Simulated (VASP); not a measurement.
# C (Cmm2) in VASP: notebook

The runs below take C through single point, with PBE.

Everything below comes from runs of VASP 6.6.1. Logs are shortened: lines on timing, memory, paths and dates and some standing lists are left out, and cuts for length are marked.

### 1 The cell of the first run

The structure is orthorhombic, space group Cmm2 (No. 35). The conventional cell has a = 5.051 Å, b = 5.051 Å, c = 3.571 Å, α = 90.00°, β = 90.00°, γ = 90.00°. Within 2.0 Å of C (site symmetry mm2) lie 4 C at 1.51 to 1.58 Å. Within 2.1 Å of C (site symmetry mm2) lie 4 C at 1.55 Å. Within 2.1 Å of C (site symmetry 2) lie 4 C at 1.55 Å. Within 2.0 Å of C (site symmetry m) lie 4 C at 1.51 to 1.55 Å. C (site symmetry m) has 4 C at 1.55 to 1.58 Å within 2.1 Å.

### 2 Single point, PBE (atom 1 (C) moved +0.062 Å along Cartesian [0 0 1])

File INCAR:

```
ALGO = Normal ; EDIFF = 1E-6
ENCUT = 520 ; GGA = PE
ISIF = 2 ; ISMEAR = 0
LASPH = True ; LCHARG = False
LREAL = False ; LWAVE = False
NBANDS = 26 ; NELM = 100
PREC = Accurate ; SIGMA = 0.05
```

File KPOINTS:

```
k-points
0
Gamma
  6 6 6
```

File POSCAR:

```
C
1.0
    3.5714750638      0.0000000000      0.0000000000
    0.0000000000     -3.5714750638      0.0000000000
    0.0000000000      0.0000000000     -3.5714750638
C
8
Direct
    0.5000000000      0.0000000000     -0.0174997722
    0.0000000000      0.5000000000      0.0000000000
    0.0000000000      0.0000000000      0.5000000000
    0.5000000000      0.5000000000      0.5000000000
    0.7500000000      0.7500000000      0.7500000000
    0.2500000000      0.2500000000      0.7500000000
    0.2500000000      0.7500000000      0.2500000000
    0.7500000000      0.2500000000      0.2500000000
```

Potentials or basis: VASP PAW PBE potentials, release 64 (C).

On the command line:

```sh
> cat potpaw_PBE.64/C/POTCAR > POTCAR
> mpirun -np 1 vasp_std > vasp.out
```

OUTCAR:

```text
EDIFF = 1E-6
   ENCUT = 520
   GGA = PE
   ISIF = 2
   ISMEAR = 0
   LASPH = True
   LREAL = False
   NELM = 100
   PREC = Accurate

 ion  position               nearest neighbor table
   1  0.500  0.000  0.983-   5 1.51   6 1.51   7 1.58   8 1.58
   2  0.000  0.500  0.000-   5 1.55   6 1.55   7 1.55   8 1.55
   3  0.000  0.000  0.500-   5 1.55   6 1.55   7 1.55   8 1.55
   4  0.500  0.500  0.500-   5 1.55   6 1.55   7 1.55   8 1.55
   5  0.750  0.750  0.750-   1 1.51   2 1.55   3 1.55   4 1.55
   6  0.250  0.250  0.750-   1 1.51   2 1.55   3 1.55   4 1.55
   7  0.250  0.750  0.250-   2 1.55   3 1.55   4 1.55   1 1.58
   8  0.750  0.250  0.250-   2 1.55   3 1.55   4 1.55   1 1.58

  LATTYP: Found a simple cubic cell.
 ALAT       =     3.5714750638

  Lattice vectors:

 A1 = (   3.5714750638,   0.0000000000,   0.0000000000)
 A2 = (   0.0000000000,  -3.5714750638,   0.0000000000)
 A3 = (   0.0000000000,   0.0000000000,  -3.5714750638)

Analysis of symmetry for initial positions (statically):
=====================================================================
 Subroutine PRICEL returns:
 Original cell was already a primitive cell.

 Routine SETGRP: Setting up the symmetry group for a
 simple cubic supercell.

 Subroutine GETGRP returns: Found  4 space group operations
 (whereof  2 operations were pure point group operations)
 out of a pool of 48 trial point group operations.

The static configuration has the point symmetry C_2 .
 The point group associated with its full space group is C_2v.

Analysis of symmetry for dynamics (positions and initial velocities):
=====================================================================
 Subroutine PRICEL returns:
 Original cell was already a primitive cell.

 Routine SETGRP: Setting up the symmetry group for a
 simple cubic supercell.

 Subroutine GETGRP returns: Found  4 space group operations
 (whereof  2 operations were pure point group operations)
 out of a pool of 48 trial point group operations.

The dynamic configuration has the point symmetry C_2 .
 The point group associated with its full space group is C_2v.

 Subroutine INISYM returns: Found  4 space group operations
 (whereof  2 operations are pure point group operations),
 and found     1 'primitive' translations

----------------------------------------------------------------------------------------

                                     Primitive cell

  volume of cell :      45.5557

  direct lattice vectors                    reciprocal lattice vectors
     3.571475064  0.000000000  0.000000000     0.279996355  0.000000000  0.000000000
     0.000000000 -3.571475064  0.000000000     0.000000000 -0.279996355  0.000000000
     0.000000000  0.000000000 -3.571475064     0.000000000  0.000000000 -0.279996355

  length of vectors
     3.571475064  3.571475064  3.571475064     0.279996355  0.279996355  0.279996355

  position of ions in fractional coordinates (direct lattice)
     0.500000000  0.000000000  0.982500228
     0.000000000  0.500000000  0.000000000
     0.000000000  0.000000000  0.500000000
     0.500000000  0.500000000  0.500000000
     0.750000000  0.750000000  0.750000000
     0.250000000  0.250000000  0.750000000
     0.250000000  0.750000000  0.250000000
     0.750000000  0.250000000  0.250000000

  ion indices of the primitive-cell ions
   primitive index   ion index
                 1           1
                 2           2
                 3           3
                 4           4
                 5           5
                 6           6
                 7           7
                 8           8

----------------------------------------------------------------------------------------

 KPOINTS: k-points

Automatic generation of k-mesh.
 Grid dimensions read from file:
 generate k-points for:    6    6    6

 Generating k-lattice:

  Cartesian coordinates                     Fractional coordinates (reciprocal lattice)
     0.046666059  0.000000000  0.000000000     0.166666667  0.000000000  0.000000000
     0.000000000 -0.046666059  0.000000000     0.000000000  0.166666667  0.000000000
     0.000000000  0.000000000 -0.046666059     0.000000000  0.000000000  0.166666667

  Length of vectors
     0.046666059  0.046666059  0.046666059

  Shift w.r.t. Gamma in fractional coordinates (k-lattice)
     0.000000000  0.000000000  0.000000000

 Subroutine IBZKPT returns following result:
 ===========================================

 Found     52 irreducible k-points:

 Following reciprocal coordinates:
            Coordinates               Weight
  0.000000  0.000000  0.000000      1.000000
  0.166667  0.000000  0.000000      4.000000
  0.000000  0.000000  0.166667      2.000000
  0.333333  0.000000  0.000000      4.000000
  0.000000  0.000000  0.333333      2.000000
  0.500000  0.000000  0.000000      2.000000
[... 16 lines left out ...]
  0.333333  0.000000  0.500000      4.000000
  0.500000  0.500000  0.000000      1.000000
 [... further k-points ...]
   k-points           NKPTS =     52   k-points in BZ     NKDIM =     52   number of bands    NBANDS=     26
   number of dos      NEDOS =    301   number of ions     NIONS =      8
   total plane-waves  NPLWV =  21952
   dimension x,y,z NGX =    28 NGY =   28 NGZ =   28
   dimension x,y,z NGXF=    56 NGYF=   56 NGZF=   56
   ions per type =               8
   NGX,Y,Z   is equivalent  to a cutoff of  13.03, 13.03, 13.03 a.u.
   NGXF,Y,Z  is equivalent  to a cutoff of  26.07, 26.07, 26.07 a.u.
 SYSTEM =  unknown system
   PREC   = accura    normal or accurate (medium, high low for compatibility)
   ISTART =      0    job   : 0-new  1-cont  2-samecut
   ICHARG =      2    charge: 1-file 2-atom 10-const
   ISPIN  =      1    spin polarized calculation?
   LNONCOLLINEAR =      F non collinear calculations
   LSORBIT =      F    spin-orbit coupling
   LASPH  =      T    aspherical Exc in radial PAW
   ENCUT  =  520.0 eV  38.22 Ry    6.18 a.u.   6.64  6.64  6.64*2*pi/ulx,y,z
   NELM   =    100;   NELMIN=  2; NELMDL= -5     # of ELM steps
   EDIFF  = 0.1E-05   stopping-criterion for ELM
   LREAL  =      F    real-space projection
   EDIFFG = 0.1E-04   stopping-criterion for IOM
   NSW    =      0    number of steps for IOM
   IBRION =     -1    ionic relax: 0-MD 1-quasi-New 2-CG
   NFREE  =      0    steps in history (QN), initial steepest desc. (CG)
   ISIF   =      2    stress and relaxation
   ISYM   =      2    0-nonsym 1-usesym 2-fastsym
   POTIM  = 0.5000    time-step for ionic-motion
   TEBEG  =    0.0;   TEEND  =   0.0 temperature during run
   PSTRESS=    0.0 pullay stress
   NELECT =      32.0000    total number of electrons
   NUPDOWN=      -1.0000    fix difference up-down
   EMIN   =  10.00;   EMAX   =-10.00  energy-range for DOS
   EFERMI =   0.00;   METHOD = LEGACY
   ISMEAR =     0;   SIGMA  =   0.05  broadening in eV -4-tet -1-fermi 0-gaus
   EFERMI_NEDOS =   21; number of points for ismear=-14 and -15
   IALGO  =     38    algorithm
   IMIX   =      4    mixing-type and parameters
     AMIX     =   0.40;   BMIX     =  1.00
     AMIX_MAG =   1.60;   BMIX_MAG =  1.00
  volume/ion in A,a.u.               =       5.69        38.43
  Fermi-wavevector in a.u.,A,eV,Ry     =   1.455271  2.750063 28.814604  2.117814
  Thomas-Fermi vector in A             =   2.572325
   LORBIT       =      0    0 simple, 1 ext, 2 COOP (PROOUT), +10 PAW based schemes
   GGA     = PE    functional components
   LHFCALC =     F    Hartree Fock is set to
   AEXX    =    0.0000 exact exchange contribution
   IVDW    =     0    specifies the selected vdW correction
   LEPSILON=     F    determine dielectric tensor
   LRPA    =     F    only Hartree local field effects (RPA)
 non-spin polarized calculation
 Gauss-broadening in eV      SIGMA  =   0.05
  energy-cutoff  :      520.00
  volume of cell :       45.56
 maximum number of plane-waves:      1253
 NGX is ok and might be reduce to    28
   NGX = 13   NGY = 13   NGZ = 13

 number of electron      31.9999996 magnetization

 Free energy of the ion-electron system (eV)
  ---------------------------------------------------
  ext. energy  EPLUGINS =         0.00000000
  ---------------------------------------------------
  free energy    TOTEN  =       -72.65679065 eV

  energy without entropy =      -72.65679065  energy(sigma->0) =      -72.65679065

 E-fermi :  10.1359     XC(G=0): -13.2310

 val. band max:        9.9130953187   @ k =   0.0000   0.0000   0.0000
 cond. band min:      13.7950423222   @ k =   0.3333   0.0000   0.0000
 fundamental gap:      3.8819470035
 Fermi energy:        10.1359288909

 k-point     1 :       0.0000    0.0000    0.0000
  band No.  band energies     occupation
      1     -11.7572      2.00000
      2      -3.2855      2.00000
      3      -3.1853      2.00000
      4      -3.0657      2.00000
      5      -3.0642      2.00000
      6      -2.9579      2.00000
[... 18 lines left out ...]
     25      15.5182      0.00000
     26      22.8699      0.00000

 k-point     2 :       0.1667    0.0000    0.0000
  band No.  band energies     occupation
      1     -11.5016      2.00000
      2      -5.5926      2.00000
      3      -3.0658      2.00000
      4      -2.9156      2.00000
      5      -2.9066      2.00000
      6      -2.7442      2.00000
[... 18 lines left out ...]
     25      16.4762      0.00000
     26      22.9843      0.00000

 k-point     3 :       0.0000    0.0000    0.1667
  band No.  band energies     occupation
      1     -11.5020      2.00000
      2      -5.5867      2.00000
      3      -3.0345      2.00000
      4      -2.9160      2.00000
      5      -2.9080      2.00000
      6      -2.7936      2.00000
[... 18 lines left out ...]
     25      16.5756      0.00000
     26      23.0021      0.00000

 k-point     4 :       0.3333    0.0000    0.0000
  band No.  band energies     occupation
      1     -10.7383      2.00000
      2      -7.7496      2.00000
      3      -2.6762      2.00000
      4      -2.5373      2.00000
      5      -2.5241      2.00000
      6      -2.3683      2.00000
[... 18 lines left out ...]
     25      18.7537      0.00000
     26      22.2257      0.00000

 k-point     5 :       0.0000    0.0000    0.3333
  band No.  band energies     occupation
      1     -10.7409      2.00000
      2      -7.7410      2.00000
      3      -2.6741      2.00000
      4      -2.5361      2.00000
      5      -2.5264      2.00000
      6      -2.3916      2.00000
[... 18 lines left out ...]
     25      18.8138      0.00000
     26      22.3064      0.00000

 k-point     6 :       0.5000    0.0000    0.0000
  band No.  band energies     occupation
      1      -9.4832      2.00000
      2      -9.4758      2.00000
      3      -2.4212      2.00000
      4      -2.3001      2.00000
      5      -2.2763      2.00000
      6      -2.1315      2.00000
[... 427 lines left out ...]
 k-point    21 :       0.5000    0.3333    0.0000
  band No.  band energies     occupation
      1      -8.5030      2.00000
      2      -8.4949      2.00000
      3      -5.7258      2.00000
      4      -5.7009      2.00000
      5      -0.2962      2.00000
      6      -0.1087      2.00000
[... 18 lines left out ...]
     25      21.1308      0.00000
     26      21.3393      0.00000

 k-point    22 :       0.0000    0.5000    0.3333
  band No.  band energies     occupation
      1      -8.5093      2.00000
      2      -8.4953      2.00000
      3      -5.7089      2.00000
      4      -5.6974      2.00000
      5      -0.2242      2.00000
      6      -0.2036      2.00000
[... 18 lines left out ...]
     25      21.2301      0.00000
     26      21.2368      0.00000

 k-point    23 :       0.3333    0.0000    0.5000
  band No.  band energies     occupation
      1      -8.6233      2.00000
      2      -8.3693      2.00000
      3      -5.8363      2.00000
      4      -5.5820      2.00000
      5      -0.2425      2.00000
      6      -0.2033      2.00000
[... 18 lines left out ...]
     25      21.1396      0.00000
     26      21.3870      0.00000

 k-point    24 :       0.5000    0.5000    0.0000
  band No.  band energies     occupation
      1      -7.3563      2.00000
      2      -7.3446      2.00000
      3      -7.2596      2.00000
      4      -7.2543      2.00000
      5       0.8507      2.00000
      6       0.9191      2.00000
[... 18 lines left out ...]
     25      21.6680      0.00000
     26      21.8261      0.00000

 [... further k-points ...]
[... 5 lines left out ...]
  --------------------------------------------------------------------------------------
  -------------------------------------------------------------------------------------
  Total        0.3517905      0.3517905      0.2440233      0.1919488      0.0000000      0.0000000
  in kB       12.3723379     12.3723379      8.5822084      6.7507683      0.0000000      0.0000000
  external PRESSURE =      11.1089614 kB  Pullay stress =       0.0000000 kB

 VOLUME and BASIS-vectors are now :
 -----------------------------------------------------------------------------
  energy-cutoff  :      520.00
  volume of cell :       45.56
      direct lattice vectors                 reciprocal lattice vectors
     3.571475064  0.000000000  0.000000000     0.279996355  0.000000000  0.000000000
     0.000000000 -3.571475064  0.000000000     0.000000000 -0.279996355  0.000000000
     0.000000000  0.000000000 -3.571475064     0.000000000  0.000000000 -0.279996355

 POSITION                                       TOTAL-FORCE (eV/Angst)
 -----------------------------------------------------------------------------------
      1.78574      0.00000     -3.50898         0.000000      0.000000     -2.750071
      0.00000     -1.78574      0.00000         0.000000      0.000000     -0.361586
      0.00000      0.00000     -1.78574         0.000000      0.000000      0.406271
      1.78574     -1.78574     -1.78574         0.000000      0.000000      0.406271
      2.67861     -2.67861     -2.67861         0.217630      0.217630      0.610374
      0.89287     -0.89287     -2.67861        -0.217630     -0.217630      0.610374
      0.89287     -2.67861     -0.89287         0.143439     -0.143439      0.539184
      2.67861     -0.89287     -0.89287        -0.143439      0.143439      0.539184
 -----------------------------------------------------------------------------------
    total drift:                                0.000000     -0.000000     -0.000030

  FREE ENERGIE OF THE ION-ELECTRON SYSTEM (eV)
  ---------------------------------------------------
  free  energy   TOTEN  =       -72.6567906497 eV

  energy  without entropy=      -72.6567906497  energy(sigma->0) =      -72.65679065
```

It took 22 s on 1 thread of Intel Xeon 6975P-C (Granite Rapids), shared host; peak memory 0.17 GiB.

What came out:

| Item | Value |
| --- | --- |
| Free energy | -72.6568 eV |
| Pressure | 1.1 GPa |
| Largest force | 2.750 eV/Å |
| Band gap on the k mesh | 3.88 eV |

Forces in eV/Å, atoms in the order of the input:
```
C    0.000  0.000 -2.750
C    0.000  0.000 -0.362
C    0.000  0.000  0.406
C    0.000  0.000  0.406
C    0.218  0.218  0.610
C   -0.218 -0.218  0.610
C    0.143 -0.143  0.539
C   -0.143  0.143  0.539
```

Caveat: the cell differs from its parent crystal (atom 1 (C) moved +0.062 Å along Cartesian [0 0 1]); forces of over 1 eV/Å act on the atoms, so gaps and moduli don't describe the material at rest. A k mesh can miss the band edges.

### 3 Single point, PBE (atom 1 (C) moved +0.037 Å along Cartesian [0 0 1])

File INCAR:

```
PREC     = Accurate       # precision mode
ENCUT    = 520            # plane-wave cutoff, eV
EDIFF    = 1E-6           # SCF threshold, eV
ISMEAR   = 0              # smearing method
SIGMA    = 0.05           # smearing width, eV
LREAL    = False          # projectors in reciprocal space
LASPH    = True           # aspherical terms in the spheres
NELM     = 60             # most SCF steps
ALGO     = Normal         # electronic algorithm
ISIF     = 2              # what is computed and relaxed
LWAVE    = False          # write WAVECAR
LCHARG   = False          # write CHGCAR
GGA      = PE             # functional
NBANDS   = 26             # bands
```

File KPOINTS:

```
regular mesh
0
Gamma
  6 6 6
```

Edit POSCAR of step 2 so:

```diff
@@ -8,3 +8,3 @@
 Direct
-    0.5000000000      0.0000000000     -0.0174997722
+    0.5000000000      0.0000000000     -0.0104998633
     0.0000000000      0.5000000000      0.0000000000
```

Potentials or basis: VASP PAW PBE potentials, release 64 (C).

On the command line:

```sh
> cat potpaw_PBE.64/C/POTCAR > POTCAR
> mpirun -np 1 vasp_std > vasp.out
```

Wall time 20 s (1 thread of Intel Xeon 6975P-C (Granite Rapids), shared host); peak memory 0.17 GiB.

It converged, with:

| Property | Result |
| --- | --- |
| Free energy | -72.7119 eV |
| Pressure | 0.9 GPa |
| Largest force | 1.654 eV/Å |
| Band gap on the k mesh | 3.99 eV |

Forces on the atoms (eV/Å):
```
C    0.000  0.000 -1.654
C    0.000  0.000 -0.217
C    0.000  0.000  0.244
C    0.000  0.000  0.244
C    0.121  0.121  0.359
C   -0.121 -0.121  0.359
C    0.095 -0.095  0.333
C   -0.095  0.095  0.333
```

Stress tensor (GPa, compression positive):
```
0.90 0.40 0.00
0.40 0.90 0.00
0.00 0.00 0.76
```

Levels at points of the mesh, in eV from the valence-band top:
| k point | band 12 | band 13 | band 14 | band 15 | band 16 | band 17 | band 18 | band 19 | band 20 | band 21 |
| --- | --- | --- | --- | --- | --- | --- | --- | --- | --- | --- |
| (0.00, 0.00, 0.00) | -6.41 | -6.34 | -0.29 | -0.14 | 0.00 | 4.44 | 4.51 | 4.61 | 4.61 | 4.67 |
| (0.50, 0.00, 0.00) | -4.66 | -4.25 | -4.25 | -4.24 | -4.19 | 4.28 | 4.28 | 10.02 | 10.03 | 10.31 |
| (0.00, 0.00, 0.50) | -4.63 | -4.42 | -4.31 | -4.20 | -4.08 | 4.25 | 4.32 | 10.05 | 10.10 | 10.31 |
| (0.50, 0.50, 0.00) | -7.68 | -3.33 | -3.16 | -3.13 | -2.97 | 7.66 | 7.76 | 7.76 | 7.87 | 9.61 |
| (0.00, 0.50, 0.50) | -7.67 | -3.23 | -3.15 | -3.13 | -3.05 | 7.64 | 7.70 | 7.81 | 7.84 | 9.73 |
| (0.50, 0.50, 0.50) | -2.94 | -2.93 | -2.92 | -2.85 | -2.70 | 7.97 | 8.05 | 8.29 | 8.29 | 8.30 |

Caveat: the cell differs from its parent crystal (atom 1 (C) moved +0.037 Å along Cartesian [0 0 1]); forces of over 1 eV/Å act on the atoms, so gaps and moduli don't describe the material at rest. A k mesh can miss the band edges.
